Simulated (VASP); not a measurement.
Set up this calculation in VASP 6.6.1, as the native input.

```yaml
Task: single point
Functional: BLYP
Potentials_or_basis: VASP PAW PBE potentials, release 64 (Al)
Cutoff: 520 eV
k_mesh: 15 × 15 × 15
Occupations: fermi-dirac, width 0.1 eV
Spin: no spin polarisation
Dipole_correction: no
Further_INCAR_settings: ALGO = Normal; EDIFF = 1e-06; NBANDS = 8
```

The structure of Al lies in POSCAR:

```
Al
1.0
   -1.5876240984      1.5876240984      1.5876240984
    1.5876240984     -1.5876240984      1.5876240984
    1.5876240984      1.5876240984     -1.5876240984
Al
1
Direct
    0.0000000000      0.0000000000      0.0000000000
```

This cell differs from its parent crystal: volume scaled by 0.88.

One way to write it, as run:

INCAR

```
SYSTEM = Al
  PREC = Accurate
  ENCUT = 520
  EDIFF = 1E-6
  ISMEAR = -1
  SIGMA = 0.1
  LREAL = .FALSE.
  LASPH = .TRUE.
  NELM = 100
  ALGO = Normal
  ISIF = 2
  LWAVE = .FALSE.
  LCHARG = .FALSE.
  GGA = B5
  ALDAX = 1.0
  AGGAX = 1.0
  AGGAC = 1.0
  ALDAC = 0.0
  NBANDS = 8
```

KPOINTS

```
Automatic mesh
0
G
  15 15 15
  0 0 0
```

Potentials or basis: VASP PAW PBE potentials, release 64 (Al).

Command:

```sh
$ cat potpaw_PBE.64/Al/POTCAR > POTCAR
$ mpirun -np 1 vasp_std > vasp.out
```

Results of the run:

- Pressure: 8.3 GPa

Caveat: the PAW data sets were made with another functional, which shifts forces and pressure a little.

Wall time 7.4 s on 1 thread of AMD EPYC 9R45 96-Core Processor (Zen 5) (shared host), peak memory 0.09 GiB.
